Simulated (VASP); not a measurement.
# Ca (P3_121) in VASP: single point with r2SCAN

Aim: the single point of Ca with r2SCAN.

All numbers are computed with VASP 6.6.1; they aren't measurements. Logs are shortened: lines on timing, memory, paths and dates and some standing lists are left out, and cuts for length are marked.

**1. The cell of the first run**

Symmetry: P3_121, No. 152, trigonal system. Conventional cell: a = 5.131 Å, b = 5.131 Å, c = 5.821 Å, α = 90.00°, β = 90.00°, γ = 120.00°. Within 3.7 Å of Ca (site symmetry 2) lie 2 Ca at 2.79 Å.

**2. Single point, r2SCAN**

File POSCAR:

```
Ca
1.0
    5.1305594954      0.0000000000      0.0000000000
   -2.5652797477      4.4431948587      0.0000000000
    0.0000000000      0.0000000000      5.8207914923
Ca
3
Direct
    0.2254000000      0.0000000000      0.3333333333
    0.0000000000      0.2254000000      0.6666666667
    0.7746000000      0.7746000000      0.0000000000
```

File INCAR.step1:

```
ALGO = Normal ; EDIFF = 1E-4
ENCUT = 520 ; GGA = PE
ISMEAR = 0 ; LASPH = T
LCHARG = F ; LREAL = F
LWAVE = T ; NBANDS = 22
NELM = 100 ; PREC = Accurate
SIGMA = 0.1
```

File INCAR.step2:

```
ALGO = Normal ; EDIFF = 1E-7
ENCUT = 520 ; ISIF = 2
ISMEAR = 0 ; ISTART = 1
LASPH = T ; LCHARG = T
LELF = T ; LMIXTAU = T
LREAL = F ; LVHAR = T
LWAVE = F ; METAGGA = R2SCAN
NBANDS = 22 ; NELM = 100
PREC = Accurate ; SIGMA = 0.1
```

File KPOINTS:

```
k-points
0
Gamma
  6 6 4
```

Potentials or basis: VASP PAW PBE potentials, release 64 (Ca_sv).

Launch:

```console
$ cat potpaw_PBE.64/Ca_sv/POTCAR > POTCAR
$ cp INCAR.step1 INCAR
$ mpirun -np 1 vasp_std > vasp.out
$ cp INCAR.step2 INCAR
$ mpirun -np 1 vasp_std > vasp.out
```

OUTCAR:

```text
EDIFF = 1E-7
   ENCUT = 520
   ISIF = 2
   ISMEAR = 0
   ISTART = 1
   LASPH = T
   LREAL = F
   METAGGA = R2SCAN
   NELM = 100
   PREC = Accurate

 ion  position               nearest neighbor table
   1  0.225  0.000  0.333-   3 2.79   2 2.79
   2  0.000  0.225  0.667-   3 2.79   1 2.79
   3  0.775  0.775  0.000-   1 2.79   2 2.79

  LATTYP: Found a hexagonal cell.
 ALAT       =     5.1305594954
 C/A-ratio  =     1.1345334749

  Lattice vectors:

 A1 = (   5.1305594954,   0.0000000000,   0.0000000000)
 A2 = (  -2.5652797477,   4.4431948587,   0.0000000000)
 A3 = (   0.0000000000,   0.0000000000,   5.8207914923)

Analysis of symmetry for initial positions (statically):
=====================================================================
 Subroutine PRICEL returns:
 Original cell was already a primitive cell.

 Routine SETGRP: Setting up the symmetry group for a
 hexagonal supercell.

 Subroutine GETGRP returns: Found  6 space group operations
 (whereof  2 operations were pure point group operations)
 out of a pool of 24 trial point group operations.

The static configuration has the point symmetry C_2 .
 The point group associated with its full space group is D_3 .

Analysis of symmetry for dynamics (positions and initial velocities):
=====================================================================
 Subroutine PRICEL returns:
 Original cell was already a primitive cell.

 Routine SETGRP: Setting up the symmetry group for a
 hexagonal supercell.

 Subroutine GETGRP returns: Found  6 space group operations
 (whereof  2 operations were pure point group operations)
 out of a pool of 24 trial point group operations.

The dynamic configuration has the point symmetry C_2 .
 The point group associated with its full space group is D_3 .

 Subroutine INISYM returns: Found  6 space group operations
 (whereof  2 operations are pure point group operations),
 and found     1 'primitive' translations

----------------------------------------------------------------------------------------

                                     Primitive cell

  volume of cell :     132.6912

  direct lattice vectors                    reciprocal lattice vectors
     5.130559495  0.000000000  0.000000000     0.194910516  0.112531639  0.000000000
    -2.565279748  4.443194859  0.000000000     0.000000000  0.225063278  0.000000000
     0.000000000  0.000000000  5.820791492     0.000000000  0.000000000  0.171797942

  length of vectors
     5.130559495  5.130559495  5.820791492     0.225063278  0.225063278  0.171797942

  position of ions in fractional coordinates (direct lattice)
     0.225400000  0.000000000  0.333333333
     1.000000000  0.225400000  0.666666667
     0.774600000  0.774600000  0.000000000

  ion indices of the primitive-cell ions
   primitive index   ion index
                 1           1
                 2           2
                 3           3

----------------------------------------------------------------------------------------

 KPOINTS: k-points

Automatic generation of k-mesh.
 Grid dimensions read from file:
 generate k-points for:    6    6    4

 Generating k-lattice:

  Cartesian coordinates                     Fractional coordinates (reciprocal lattice)
     0.032485086  0.018755273  0.000000000     0.166666667 -0.000000000  0.000000000
     0.000000000  0.037510546  0.000000000     0.000000000  0.166666667  0.000000000
     0.000000000  0.000000000  0.042949486     0.000000000  0.000000000  0.250000000

  Length of vectors
     0.037510546  0.037510546  0.042949486

  Shift w.r.t. Gamma in fractional coordinates (k-lattice)
     0.000000000  0.000000000  0.000000000

 Subroutine IBZKPT returns following result:
 ===========================================

 Found     24 irreducible k-points:

 Following reciprocal coordinates:
            Coordinates               Weight
  0.000000  0.000000  0.000000      1.000000
  0.166667 -0.000000  0.000000      6.000000
  0.333333 -0.000000  0.000000      6.000000
  0.500000 -0.000000  0.000000      3.000000
  0.166667  0.166667  0.000000      6.000000
  0.333333  0.166667  0.000000     12.000000
[... 16 lines left out ...]
  0.333333  0.166667  0.500000     12.000000
  0.333333  0.333333  0.500000      2.000000
   k-points           NKPTS =     24   k-points in BZ     NKDIM =     24   number of bands    NBANDS=     22
   number of dos      NEDOS =    301   number of ions     NIONS =      3
   total plane-waves  NPLWV =  76800
   dimension x,y,z NGX =    40 NGY =   40 NGZ =   48
   dimension x,y,z NGXF=    80 NGYF=   80 NGZF=   96
   ions per type =               3
   NGX,Y,Z   is equivalent  to a cutoff of  12.96, 12.96, 13.71 a.u.
   NGXF,Y,Z  is equivalent  to a cutoff of  25.92, 25.92, 27.42 a.u.
 SYSTEM =  unknown system
   PREC   = accura    normal or accurate (medium, high low for compatibility)
   ISTART =      1    job   : 0-new  1-cont  2-samecut
   ICHARG =      0    charge: 1-file 2-atom 10-const
   ISPIN  =      1    spin polarized calculation?
   LNONCOLLINEAR =      F non collinear calculations
   LSORBIT =      F    spin-orbit coupling
   LASPH  =      T    aspherical Exc in radial PAW
   ENCUT  =  520.0 eV  38.22 Ry    6.18 a.u.   9.54  9.54 10.82*2*pi/ulx,y,z
   NELM   =    100;   NELMIN=  2; NELMDL=  0     # of ELM steps
   EDIFF  = 0.1E-06   stopping-criterion for ELM
   LREAL  =      F    real-space projection
   EDIFFG = 0.1E-05   stopping-criterion for IOM
   NSW    =      0    number of steps for IOM
   IBRION =     -1    ionic relax: 0-MD 1-quasi-New 2-CG
   NFREE  =      0    steps in history (QN), initial steepest desc. (CG)
   ISIF   =      2    stress and relaxation
   ISYM   =      2    0-nonsym 1-usesym 2-fastsym
   POTIM  = 0.5000    time-step for ionic-motion
   TEBEG  =    0.0;   TEEND  =   0.0 temperature during run
   PSTRESS=    0.0 pullay stress
   NELECT =      30.0000    total number of electrons
   NUPDOWN=      -1.0000    fix difference up-down
   EMIN   =  10.00;   EMAX   =-10.00  energy-range for DOS
   EFERMI =   0.00;   METHOD = LEGACY
   ISMEAR =     0;   SIGMA  =   0.10  broadening in eV -4-tet -1-fermi 0-gaus
   EFERMI_NEDOS =   21; number of points for ismear=-14 and -15
   IALGO  =     38    algorithm
   IMIX   =      4    mixing-type and parameters
     AMIX     =   0.40;   BMIX     =  1.00
     AMIX_MAG =   1.60;   BMIX_MAG =  1.00
  volume/ion in A,a.u.               =      44.23       298.48
  Fermi-wavevector in a.u.,A,eV,Ry     =   0.997320  1.884662 13.532997  0.994647
  Thomas-Fermi vector in A             =   2.129468
   LORBIT       =      0    0 simple, 1 ext, 2 COOP (PROOUT), +10 PAW based schemes
   METAGGA = R2SCAN    functional components
   LHFCALC =     F    Hartree Fock is set to
   AEXX    =    0.0000 exact exchange contribution
   IVDW    =     0    specifies the selected vdW correction
   LEPSILON=     F    determine dielectric tensor
   LRPA    =     F    only Hartree local field effects (RPA)
 non-spin polarized calculation
 Gauss-broadening in eV      SIGMA  =   0.10
  energy-cutoff  :      520.00
  volume of cell :      132.69
 maximum number of plane-waves:      3621
 NGX is ok and might be reduce to    40
   NGX = 19   NGY = 19   NGZ = 21

 number of electron      30.0000007 magnetization

 Free energy of the ion-electron system (eV)
  ---------------------------------------------------
  ext. energy  EPLUGINS =         0.00000000
  ---------------------------------------------------
  free energy    TOTEN  =       -17.71968299 eV

  energy without entropy =      -17.70554737  energy(sigma->0) =      -17.71261518

 E-fermi :   1.6026     XC(G=0):  -7.9478

 val. band max:        1.5316179294   @ k =   0.3333  -0.0000   0.5000
 cond. band min:       1.6296793294   @ k =  -0.1667   0.5000   0.2500
 fundamental gap:      0.0980614000
 Fermi energy:         1.6025660414

 k-point     1 :       0.0000    0.0000    0.0000
  band No.  band energies     occupation
      1     -42.6755      2.00000
      2     -42.4993      2.00000
      3     -42.4993      2.00000
      4     -23.1931      2.00000
      5     -23.1931      2.00000
      6     -22.9765      2.00000
[... 14 lines left out ...]
     21       3.2908      0.00000
     22       4.0879      0.00000

 k-point     2 :       0.1667   -0.0000    0.0000
  band No.  band energies     occupation
      1     -42.6746      2.00000
      2     -42.4999      2.00000
      3     -42.4995      2.00000
      4     -23.1953      2.00000
      5     -23.1944      2.00000
      6     -22.9754      2.00000
[... 14 lines left out ...]
     21       3.4359      0.00000
     22       3.9436      0.00000

 k-point     3 :       0.3333   -0.0000    0.0000
  band No.  band energies     occupation
      1     -42.6727      2.00000
      2     -42.5013      2.00000
      3     -42.4998      2.00000
      4     -23.1994      2.00000
      5     -23.1969      2.00000
      6     -22.9725      2.00000
[... 14 lines left out ...]
     21       3.6982      0.00000
     22       3.8093      0.00000

 k-point     4 :       0.5000   -0.0000    0.0000
  band No.  band energies     occupation
      1     -42.6717      2.00000
      2     -42.5020      2.00000
      3     -42.5000      2.00000
      4     -23.2013      2.00000
      5     -23.1981      2.00000
      6     -22.9708      2.00000
[... 14 lines left out ...]
     21       3.6748      0.00000
     22       3.7510      0.00000

 k-point     5 :       0.1667    0.1667    0.0000
  band No.  band energies     occupation
      1     -42.6731      2.00000
      2     -42.5008      2.00000
      3     -42.4999      2.00000
      4     -23.1982      2.00000
      5     -23.1964      2.00000
      6     -22.9733      2.00000
[... 14 lines left out ...]
     21       3.7450      0.00000
     22       3.9395      0.00000

 k-point     6 :       0.3333    0.1667    0.0000
  band No.  band energies     occupation
      1     -42.6717      2.00000
      2     -42.5016      2.00000
      3     -42.5004      2.00000
      4     -23.2007      2.00000
      5     -23.1985      2.00000
      6     -22.9706      2.00000
[... 14 lines left out ...]
     21       3.6175      0.00000
     22       3.8827      0.00000

 k-point     7 :       0.3333    0.3333    0.0000
  band No.  band energies     occupation
      1     -42.6712      2.00000
      2     -42.5012      2.00000
      3     -42.5012      2.00000
      4     -23.2003      2.00000
      5     -23.2003      2.00000
      6     -22.9695      2.00000
[... 324 lines left out ...]
      6     -23.0624      2.00000
[... 14 lines left out ...]
     21       3.4986      0.00000
     22       3.8232      0.00000

 k-point    21 :       0.5000   -0.0000    0.5000
  band No.  band energies     occupation
      1     -42.6156      2.00000
      2     -42.6138      2.00000
      3     -42.4442      2.00000
      4     -23.2718      2.00000
      5     -23.0660      2.00000
      6     -23.0645      2.00000
[... 14 lines left out ...]
     21       3.4032      0.00000
     22       3.7828      0.00000

 k-point    22 :       0.1667    0.1667    0.5000
  band No.  band energies     occupation
      1     -42.6159      2.00000
      2     -42.6151      2.00000
      3     -42.4428      2.00000
      4     -23.2685      2.00000
      5     -23.0619      2.00000
      6     -23.0616      2.00000
[... 14 lines left out ...]
     21       3.3607      0.00000
     22       3.9066      0.00000

 k-point    23 :       0.3333    0.1667    0.5000
  band No.  band energies     occupation
      1     -42.6153      2.00000
      2     -42.6142      2.00000
      3     -42.4442      2.00000
      4     -23.2718      2.00000
      5     -23.0659      2.00000
      6     -23.0651      2.00000
[... 14 lines left out ...]
     21       3.3799      0.00000
     22       3.9392      0.00000

 k-point    24 :       0.3333    0.3333    0.5000
  band No.  band energies     occupation
      1     -42.6145      2.00000
      2     -42.6145      2.00000
      3     -42.4446      2.00000
      4     -23.2729      2.00000
      5     -23.0670      2.00000
      6     -23.0670      2.00000
[... 14 lines left out ...]
     21       3.5030      0.00000
     22       3.5030      0.00000

------------------------ aborting loop because EDIFF is reached ----------------------------------------

  FORCE on cell =-STRESS in cart. coord.  units (eV):
  Direction    XX          YY          ZZ          XY          YZ          ZX
  --------------------------------------------------------------------------------------
  -------------------------------------------------------------------------------------
  Total       -0.3233340     -0.3233340      3.2439892      0.0000000      0.0000000     -0.0000000
  in kB       -3.9040906     -3.9040906     39.1694843      0.0000000      0.0000000     -0.0000000
  external PRESSURE =      10.4537677 kB  Pullay stress =       0.0000000 kB

 VOLUME and BASIS-vectors are now :
 -----------------------------------------------------------------------------
  energy-cutoff  :      520.00
  volume of cell :      132.69
      direct lattice vectors                 reciprocal lattice vectors
     5.130559495  0.000000000  0.000000000     0.194910516  0.112531639  0.000000000
    -2.565279748  4.443194859  0.000000000     0.000000000  0.225063278  0.000000000
     0.000000000  0.000000000  5.820791492     0.000000000  0.000000000  0.171797942

 POSITION                                       TOTAL-FORCE (eV/Angst)
 -----------------------------------------------------------------------------------
      1.15643      0.00000      1.94026         2.769930      0.000000     -0.000000
     -0.57821      1.00150      3.88053        -1.384965      2.398830      0.000000
      1.98707      3.44170      0.00000        -1.384965     -2.398830      0.000000
 -----------------------------------------------------------------------------------
    total drift:                                0.000000      0.000000     -0.000000

  FREE ENERGIE OF THE ION-ELECTRON SYSTEM (eV)
  ---------------------------------------------------
  free  energy   TOTEN  =       -17.7196829927 eV

  energy  without entropy=      -17.7055473732  energy(sigma->0) =      -17.71261518
```

It took 3.1 min on 1 thread of Intel Xeon 6975P-C (Granite Rapids), shared host; peak memory 0.31 GiB.

Results:

* Free energy: -17.7197 eV
* Pressure: 1.0 GPa
* Largest force: 2.770 eV/Å
* Band gap on the k mesh: zero (bands 15 and 16 overlap by 0.87 eV)

Forces in eV/Å, atoms in the order of the input:
```
Ca   2.770  0.000  0.000
Ca  -1.385  2.399  0.000
Ca  -1.385 -2.399  0.000
```

Levels at points of the mesh, in eV from the Fermi level:
```csv
k point,band 11,band 12,band 13,band 14,band 15,band 16,band 17,band 18,band 19,band 20
"(0.00, 0.00, 0.00)",-24.01,-24.00,-3.78,-0.27,-0.27,0.85,0.98,0.98,1.58,1.69
"(0.50, 0.00, 0.00)",-24.00,-23.98,-1.84,-1.56,-0.42,0.98,1.12,1.18,1.37,1.69
"(0.00, 0.00, 0.50)",-24.01,-24.01,-2.48,-2.48,0.30,0.67,0.67,1.28,1.28,1.43
"(0.50, 0.00, 0.50)",-24.00,-23.99,-0.82,-0.80,-0.80,-0.51,0.73,0.94,1.40,1.72
```

Caveat: the PAW data sets were made with another functional, which shifts forces and pressure a little.
